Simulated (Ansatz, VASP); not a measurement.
One calculation of Ti2NbB3, two programs

```
CELL_PARAMETERS angstrom
3.43547 0.00000 0.00000
0.00000 3.43547 0.00000
0.00000 0.00000 7.56362
ATOMIC_POSITIONS crystal
Ti 0.00000 0.00000 0.50000
Ti 0.00000 0.00000 0.00000
Nb 0.50000 0.50000 0.00000
B 0.50000 0.50000 0.70690
B 0.50000 0.50000 0.29310
B 0.50000 0.50000 0.50000
```

Alike in both runs: functional PBE; k mesh 12 × 12 × 6; occupations gaussian, width 0.1 eV; no spin polarisation.

Ansatz relaxed the structure, and its values are those at the end. VASP's run is a single point on that final structure, the one shown.

|  | VASP | Ansatz |
| --- | --- | --- |
| version | VASP 6.6.1 | Ansatz 0.2.0 |
| potentials or method | VASP PAW PBE potentials, release 64 (Ti_sv, Nb_sv, B), cutoff 520 eV | scalar-relativistic, plane waves, PAW |
| valence electrons in the cell | 46 | 46 |

VASP gave:

- gap on the k mesh at the Fermi level (eV): none
- pressure (GPa): 0.0
- rms of the force components (eV/Å): 0.006

Estimate Ansatz's values.

gap on the k mesh at the Fermi level (eV): none; pressure (GPa): 0.0; rms of the force components (eV/Å): 0.001.

A gap of «none» marks a metal or a gap that the smearing closes.
